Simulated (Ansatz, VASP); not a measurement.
**One calculation of TaC, two programs**

```
Ta C
1.0
     0.00000    2.22000    2.22000
     2.22000    0.00000    2.22000
     2.22000    2.22000    0.00000
Ta C
1 1
Direct
  0.00000 0.00000 0.00000
  0.50000 0.50000 0.50000
```

Alike in both runs: task single point; functional LDA; k mesh 8 × 8 × 8; occupations gaussian, width 0.1 eV; no spin polarisation.

|  | VASP | Ansatz |
| --- | --- | --- |
| version | VASP 6.6.1 | Ansatz 0.2.0 |
| potentials or method | VASP PAW LDA potentials, release 64 (Ta_sv_GW, C), cutoff 700 eV | scalar-relativistic, plane waves, PAW |
| valence electrons in the cell | 17 | 17 |

VASP gave:

* gap on the k mesh at the Fermi level (eV): none
* pressure (GPa): -5.1

Task: What did Ansatz give for the same quantities?

Result: gap on the k mesh at the Fermi level (eV): none; pressure (GPa): -6.1.

Ansatz warns that its potentials were made for another functional, while VASP's fit it. LDA's correlation is that of Perdew and Zunger in VASP and of Perdew and Wang (1992) in Ansatz. A gap of «none» marks a metal or a gap that the smearing closes.

Neither program's run includes spin-orbit coupling.
